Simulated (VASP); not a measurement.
The system is Si4IrPd.

```xyz
6
Lattice="4.0000 0.0000 0.0000 0.0000 4.0000 0.0000 0.0000 0.0000 5.3600" Properties=species:S:1:pos:R:3 pbc="T T T"
Si    2.0000    0.0000    3.9128
Si    2.0000    0.0000    1.4472
Si    0.0000    2.0000    3.9128
Si    0.0000    2.0000    1.4472
Pd    2.0000    2.0000    0.0000
Ir    0.0000    0.0000    0.0000
```

```yaml
Program: VASP 6.6.1
Task: relaxation of cell and atoms
Functional: PBE
Potentials_or_basis: VASP PAW PBE potentials, release 64 (Si, Pd, Ir)
Cutoff: 500 eV
k_mesh: 4 × 4 × 3
Occupations: gaussian, width 0.2 eV
Spin: no spin polarisation
```

At the start: pressure 20.3 GPa; volume 14.29 Å³/atom.

**Question.** Where does the relaxation end?

**Answer.** Over 10 steps the energy falls by 150.3 meV/atom and the volume is 15.72 Å³/atom (+10.0 %); space group P4/mmm (No. 123, to 0.1 Å) before and after.

Step by step:
| step | energy change (eV) | largest force (eV/Å) | pressure (GPa) | volume (Å³) |
| --- | --- | --- | --- | --- |
| 1 | 0.0000 | 2.2534 | 20.34 | 85.76 |
| 2 | 0.4639 | 1.9303 | -17.03 | 110.08 |
| 3 | -0.8180 | 0.0703 | -2.79 | 95.27 |
| 4 | -0.8192 | 0.1281 | -2.25 | 94.95 |
| 5 | -0.8825 | 0.3612 | 0.61 | 93.19 |
| 6 | -0.8840 | 0.2839 | 0.20 | 93.42 |
| 7 | -0.8951 | 0.1093 | 0.53 | 93.49 |
| 8 | -0.8990 | 0.0733 | 0.90 | 93.56 |
| 9 | -0.9005 | 0.0087 | -0.93 | 94.83 |
| 10 | -0.9019 | 0.0245 | -0.18 | 94.30 |

Final structure:
```
CELL_PARAMETERS angstrom
4.24678 0.00000 0.00000
0.00000 4.24678 0.00000
0.00000 0.00000 5.22865
ATOMIC_POSITIONS crystal
Si 0.50000 0.00000 0.72476
Si 0.50000 0.00000 0.27524
Si 0.00000 0.50000 0.72476
Si 0.00000 0.50000 0.27524
Pd 0.50000 0.50000 0.00000
Ir 0.00000 0.00000 0.00000
```

Caveat: the k points lie up to 0.40 Å⁻¹ apart in the final cell, too coarse for converged energies and pressures of a metal.
